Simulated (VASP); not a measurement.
# Be3S5 (P1) in VASP: single point with PBE

Aim: the single point of Be3S5 with PBE.

Everything below comes from runs of VASP 6.6.1. Logs are shortened: lines on timing, memory, paths and dates and some standing lists are left out, and cuts for length are marked.

## 1. The cell of the first run

The typed cell holds 8 atoms: a = 3.414 Å, b = 3.429 Å, c = 10.643 Å, α = 82.09°, β = 80.59°, γ = 88.05°.

## 2. Single point, PBE (15.22 Å³/atom)

INCAR

```
PREC = Accurate
ENCUT = 520
EDIFF = 1E-7
ISMEAR = 0
SIGMA = 0.02
LREAL = False
LASPH = True
NELM = 80
ALGO = Normal
ISIF = 2
LWAVE = False
LCHARG = True
GGA = PE
LELF = True
LVHAR = True
NBANDS = 28
```

KPOINTS

```
Automatic mesh
0
Gamma
  8 8 4
```

POSCAR

```
Be3S5
1.0
    3.4138892981      0.0133996357      0.0039144947
    0.1031493480      3.4271440787     -0.0063943457
    1.7232782347      1.4326963975     10.4041310550
Be S
3 5
Direct
    0.3667943775      0.3025905917      0.3837732340
    0.7136407364      0.7314176106      0.6150320921
    0.9228693153      0.0761797565      0.9991311916
    0.7948671211      0.5241687906      0.1056429765
    0.9170537756      0.2312209973      0.2802530241
    0.2750203948      0.7512524388      0.4990732709
    0.4843501322      0.9533085807      0.8992661449
    0.7754041469      0.1798612337      0.7178280657
```

Potentials or basis: VASP PAW PBE potentials, release 64 (Be, S).

Launch:

```bash
cat potpaw_PBE.64/Be/POTCAR potpaw_PBE.64/S/POTCAR > POTCAR
mpirun -np 1 vasp_std > vasp.out
```

OUTCAR:

```text
PREC = Accurate
   ENCUT = 520
   EDIFF = 1E-7
   ISMEAR = 0
   LREAL = False
   LASPH = True
   NELM = 80
   ISIF = 2
   GGA = PE

 ion  position               nearest neighbor table
   1  0.367  0.303  0.384-   5 2.04   5 2.07   6 2.08   6 2.11
   2  0.714  0.731  0.615-   8 2.04   8 2.07   6 2.08   6 2.10
   3  0.923  0.076  0.999-   4 2.03   7 2.06   4 2.09   7 2.09
   4  0.795  0.524  0.106-   3 2.03   5 2.09   3 2.09
   5  0.917  0.231  0.280-   1 2.04   1 2.07   4 2.09
   6  0.275  0.751  0.499-   1 2.08   2 2.08   2 2.10   1 2.11
   7  0.484  0.953  0.899-   3 2.06   8 2.08   3 2.09
   8  0.775  0.180  0.718-   2 2.04   2 2.07   7 2.08

  LATTYP: Found a triclinic cell.
 ALAT       =     3.4139178393
 B/A-ratio  =     1.3929736208
 C/A-ratio  =     3.1174610071
 COS(alpha) =     0.0182116608
 COS(beta)  =     0.1635682409
 COS(gamma) =     0.6933712280

  Lattice vectors:

 A1 = (  -3.4138892981,  -0.0133996357,  -0.0039144947)
 A2 = (  -3.3107399501,   3.4137444430,  -0.0103088404)
 A3 = (  -1.7232782347,  -1.4326963975, -10.4041310550)

Analysis of symmetry for initial positions (statically):
=====================================================================
 Subroutine PRICEL returns:
 Original cell was already a primitive cell.

 Routine SETGRP: Setting up the symmetry group for a
 triclinic supercell.

 Subroutine GETGRP returns: Found  1 space group operations
 (whereof  1 operations were pure point group operations)
 out of a pool of  2 trial point group operations.

The static configuration has the point symmetry C_1 .

Analysis of symmetry for dynamics (positions and initial velocities):
=====================================================================
 Subroutine PRICEL returns:
 Original cell was already a primitive cell.

 Routine SETGRP: Setting up the symmetry group for a
 triclinic supercell.

 Subroutine GETGRP returns: Found  1 space group operations
 (whereof  1 operations were pure point group operations)
 out of a pool of  2 trial point group operations.

The dynamic configuration has the point symmetry C_1 .

 Subroutine INISYM returns: Found  1 space group operations
 (whereof  1 operations are pure point group operations),
 and found     1 'primitive' translations

----------------------------------------------------------------------------------------

                                     Primitive cell

  volume of cell :     121.7214

  direct lattice vectors                    reciprocal lattice vectors
     3.413889298  0.013399636  0.003914495     0.293010243 -0.008907214 -0.047305906
     0.103149348  3.427144079 -0.006394346    -0.001099258  0.291746608 -0.039992767
     1.723278235  1.432696397 10.404131055    -0.000110919  0.000182658  0.096108887

  length of vectors
     3.413917839  3.428701972 10.642755745     0.296938023  0.294477016  0.096109124

  position of ions in fractional coordinates (direct lattice)
     0.366794377  0.302590592  0.383773234
     0.713640736  0.731417611  0.615032092
     0.922869315  0.076179756  0.999131192
     0.794867121  0.524168791  0.105642977
     0.917053776  0.231220997  0.280253024
     0.275020395  0.751252439  0.499073271
     0.484350132  0.953308581  0.899266145
     0.775404147  0.179861234  0.717828066

  ion indices of the primitive-cell ions
   primitive index   ion index
                 1           1
                 2           2
                 3           3
                 4           4
                 5           5
                 6           6
                 7           7
                 8           8

----------------------------------------------------------------------------------------

 KPOINTS: Automatic mesh

Automatic generation of k-mesh.
 Grid dimensions read from file:
 generate k-points for:    8    8    4

 Generating k-lattice:

  Cartesian coordinates                     Fractional coordinates (reciprocal lattice)
     0.036626280 -0.001113402 -0.005913238     0.125000000  0.000000000  0.000000000
    -0.000137407  0.036468326 -0.004999096     0.000000000  0.125000000  0.000000000
    -0.000027730  0.000045664  0.024027222     0.000000000  0.000000000  0.250000000

  Length of vectors
     0.037117253  0.036809627  0.024027281

  Shift w.r.t. Gamma in fractional coordinates (k-lattice)
     0.000000000  0.000000000  0.000000000

 Subroutine IBZKPT returns following result:
 ===========================================

 Found    132 irreducible k-points:

 Following reciprocal coordinates:
            Coordinates               Weight
  0.000000  0.000000  0.000000      1.000000
  0.125000  0.000000  0.000000      2.000000
  0.250000  0.000000  0.000000      2.000000
  0.375000  0.000000  0.000000      2.000000
  0.500000  0.000000  0.000000      1.000000
 -0.000000  0.125000  0.000000      2.000000
[... 16 lines left out ...]
  0.125000  0.375000 -0.000000      2.000000
  0.250000  0.375000  0.000000      2.000000
 [... further k-points ...]
   k-points           NKPTS =    132   k-points in BZ     NKDIM =    132   number of bands    NBANDS=     28
   number of dos      NEDOS =    301   number of ions     NIONS =      8
   total plane-waves  NPLWV =  62720
   dimension x,y,z NGX =    28 NGY =   28 NGZ =   80
   dimension x,y,z NGXF=    56 NGYF=   56 NGZF=  160
   ions per type =               3   5
   NGX,Y,Z   is equivalent  to a cutoff of  13.64, 13.58, 12.50 a.u.
   NGXF,Y,Z  is equivalent  to a cutoff of  27.27, 27.15, 24.99 a.u.
 SYSTEM =  unknown system
   PREC   = accura    normal or accurate (medium, high low for compatibility)
   ISTART =      0    job   : 0-new  1-cont  2-samecut
   ICHARG =      2    charge: 1-file 2-atom 10-const
   ISPIN  =      1    spin polarized calculation?
   LNONCOLLINEAR =      F non collinear calculations
   LSORBIT =      F    spin-orbit coupling
   LASPH  =      T    aspherical Exc in radial PAW
   ENCUT  =  520.0 eV  38.22 Ry    6.18 a.u.   6.35  6.38 19.79*2*pi/ulx,y,z
   NELM   =     80;   NELMIN=  2; NELMDL= -5     # of ELM steps
   EDIFF  = 0.1E-06   stopping-criterion for ELM
   LREAL  =      F    real-space projection
   EDIFFG = 0.1E-05   stopping-criterion for IOM
   NSW    =      0    number of steps for IOM
   IBRION =     -1    ionic relax: 0-MD 1-quasi-New 2-CG
   NFREE  =      0    steps in history (QN), initial steepest desc. (CG)
   ISIF   =      2    stress and relaxation
   ISYM   =      2    0-nonsym 1-usesym 2-fastsym
   POTIM  = 0.5000    time-step for ionic-motion
   TEBEG  =    0.0;   TEEND  =   0.0 temperature during run
   PSTRESS=    0.0 pullay stress
   NELECT =      36.0000    total number of electrons
   NUPDOWN=      -1.0000    fix difference up-down
   EMIN   =  10.00;   EMAX   =-10.00  energy-range for DOS
   EFERMI =   0.00;   METHOD = LEGACY
   ISMEAR =     0;   SIGMA  =   0.02  broadening in eV -4-tet -1-fermi 0-gaus
   EFERMI_NEDOS =   21; number of points for ismear=-14 and -15
   IALGO  =     38    algorithm
   IMIX   =      4    mixing-type and parameters
     AMIX     =   0.40;   BMIX     =  1.00
     AMIX_MAG =   1.60;   BMIX_MAG =  1.00
  volume/ion in A,a.u.               =      15.22       102.68
  Fermi-wavevector in a.u.,A,eV,Ry     =   1.090737  2.061194 16.186947  1.189707
  Thomas-Fermi vector in A             =   2.226968
   LORBIT       =      0    0 simple, 1 ext, 2 COOP (PROOUT), +10 PAW based schemes
   GGA     = PE    functional components
   LHFCALC =     F    Hartree Fock is set to
   AEXX    =    0.0000 exact exchange contribution
   IVDW    =     0    specifies the selected vdW correction
   LEPSILON=     F    determine dielectric tensor
   LRPA    =     F    only Hartree local field effects (RPA)
 non-spin polarized calculation
 Gauss-broadening in eV      SIGMA  =   0.02
  energy-cutoff  :      520.00
  volume of cell :      121.72
 maximum number of plane-waves:      3300
 NGX is ok and might be reduce to    28
   NGX = 13   NGY = 13   NGZ = 39

 number of electron      36.0000001 magnetization

 Free energy of the ion-electron system (eV)
  ---------------------------------------------------
  ext. energy  EPLUGINS =         0.00000000
  ---------------------------------------------------
  free energy    TOTEN  =       -36.06368828 eV

  energy without entropy =      -36.06368828  energy(sigma->0) =      -36.06368828

 E-fermi :   4.8435     XC(G=0):  -9.8037

 val. band max:        4.7592918618   @ k =  -0.1250   0.2500   0.5000
 cond. band min:       6.1335827474   @ k =   0.5000   0.5000   0.5000
 fundamental gap:      1.3742908856
 Fermi energy:         4.8435267416

 k-point     1 :       0.0000    0.0000    0.0000
  band No.  band energies     occupation
      1     -10.6998      2.00000
      2     -10.1269      2.00000
      3      -8.9292      2.00000
      4      -6.8498      2.00000
      5      -6.0845      2.00000
      6      -0.9169      2.00000
[... 20 lines left out ...]
     27      10.7595      0.00000
     28      11.6918      0.00000

 k-point     2 :       0.1250    0.0000    0.0000
  band No.  band energies     occupation
      1     -10.6024      2.00000
      2     -10.0607      2.00000
      3      -8.8182      2.00000
      4      -6.8286      2.00000
      5      -6.0381      2.00000
      6      -1.0253      2.00000
[... 20 lines left out ...]
     27      11.1947      0.00000
     28      11.7818      0.00000

 k-point     3 :       0.2500    0.0000    0.0000
  band No.  band energies     occupation
      1     -10.3406      2.00000
      2      -9.8910      2.00000
      3      -8.5269      2.00000
      4      -6.7695      2.00000
      5      -5.9793      2.00000
      6      -1.3179      2.00000
[... 616 lines left out ...]
      3      -8.0798      2.00000
      4      -6.8122      2.00000
      5      -5.7961      2.00000
      6      -1.6701      2.00000
[... 20 lines left out ...]
     27      12.0113      0.00000
     28      12.2627      0.00000

 k-point    24 :       0.2500    0.3750    0.0000
  band No.  band energies     occupation
      1      -9.7652      2.00000
      2      -9.5097      2.00000
      3      -7.8678      2.00000
      4      -6.5892      2.00000
      5      -5.7580      2.00000
      6      -1.4576      2.00000
[... 20 lines left out ...]
     27      12.4933      0.00000
     28      12.8738      0.00000

 [... further k-points ...]

------------------------ aborting loop because EDIFF is reached ----------------------------------------

  FORCE on cell =-STRESS in cart. coord.  units (eV):
  Direction    XX          YY          ZZ          XY          YZ          ZX
  --------------------------------------------------------------------------------------
  -------------------------------------------------------------------------------------
  Total        5.0804423      5.0727504      4.8033521     -0.0143109      0.1027623      0.0078905
  in kB       66.8721308     66.7708851     63.2248866     -0.1883700      1.3526245      0.1038598
  external PRESSURE =      65.6226342 kB  Pullay stress =       0.0000000 kB

 VOLUME and BASIS-vectors are now :
 -----------------------------------------------------------------------------
  energy-cutoff  :      520.00
  volume of cell :      121.72
      direct lattice vectors                 reciprocal lattice vectors
     3.413889298  0.013399636  0.003914495     0.293010243 -0.008907214 -0.047305906
     0.103149348  3.427144079 -0.006394346    -0.001099258  0.291746608 -0.039992767
     1.723278235  1.432696397 10.404131055    -0.000110919  0.000182658  0.096108887

 POSITION                                       TOTAL-FORCE (eV/Angst)
 -----------------------------------------------------------------------------------
      1.94476      1.59177      3.99233         0.005088      0.002415      0.000804
      3.57161      3.39739      6.39699        -0.004445      0.000880     -0.003987
      4.88021      1.70490     10.39822        -0.000629      0.006504     -0.000455
      2.94971      1.95841      1.09888         0.035278     -0.038975      0.108146
      3.63752      1.20623      2.91790        -0.038882      0.029064     -0.097936
      1.87642      3.29336      5.18870         0.001126      0.000483     -0.000970
      3.30154      4.56199      9.35188         0.033172      0.021595     -0.105561
      3.90271      1.65523      7.47026        -0.030708     -0.021967      0.099958
 -----------------------------------------------------------------------------------
    total drift:                                0.000196      0.000048      0.000262

  FREE ENERGIE OF THE ION-ELECTRON SYSTEM (eV)
  ---------------------------------------------------
  free  energy   TOTEN  =       -36.0636882809 eV

  energy  without entropy=      -36.0636882809  energy(sigma->0) =      -36.06368828
```

It took 14 min on 1 thread of Intel Xeon 8259CL, shared host; peak memory 0.46 GiB.

What came out:

| Quantity | Value |
| --- | --- |
| Free energy | -36.0637 eV |
| Pressure | 6.6 GPa |
| Largest force | 0.120 eV/Å |
| Band gap on the k mesh | 1.37 eV (least direct gap 2.07 eV) |

Forces on the atoms (eV/Å):
```
Be   0.005  0.002  0.001
Be  -0.004  0.001 -0.004
Be  -0.001  0.007  0.000
S    0.035 -0.039  0.108
S   -0.039  0.029 -0.098
S    0.001  0.000 -0.001
S    0.033  0.022 -0.106
S   -0.031 -0.022  0.100
```

Levels at points of the mesh, in eV from the valence-band top:
| k point | band 16 | band 17 | band 18 | band 19 | band 20 | band 21 |
| --- | --- | --- | --- | --- | --- | --- |
| (0.00, 0.00, 0.00) | -0.81 | -0.29 | -0.03 | 2.18 | 3.21 | 3.65 |
| (0.50, 0.00, 0.00) | -0.77 | -0.36 | -0.33 | 2.61 | 3.27 | 5.13 |
| (0.00, 0.50, 0.00) | -1.20 | -0.47 | -0.15 | 1.92 | 3.89 | 5.14 |
| (0.50, 0.50, 0.00) | -2.08 | -1.70 | -1.03 | 1.66 | 2.06 | 3.45 |
| (0.00, 0.00, 0.50) | -0.60 | -0.39 | -0.21 | 2.52 | 2.96 | 3.41 |
| (0.50, 0.00, 0.50) | -1.08 | -0.39 | -0.32 | 2.49 | 3.32 | 5.15 |
| (0.00, 0.50, 0.50) | -0.76 | -0.43 | -0.16 | 2.55 | 3.43 | 5.13 |
| (0.50, 0.50, 0.50) | -2.11 | -1.59 | -1.50 | 1.37 | 2.50 | 3.19 |

Caveat: the cell stands under pressure. A k mesh can miss the band edges.
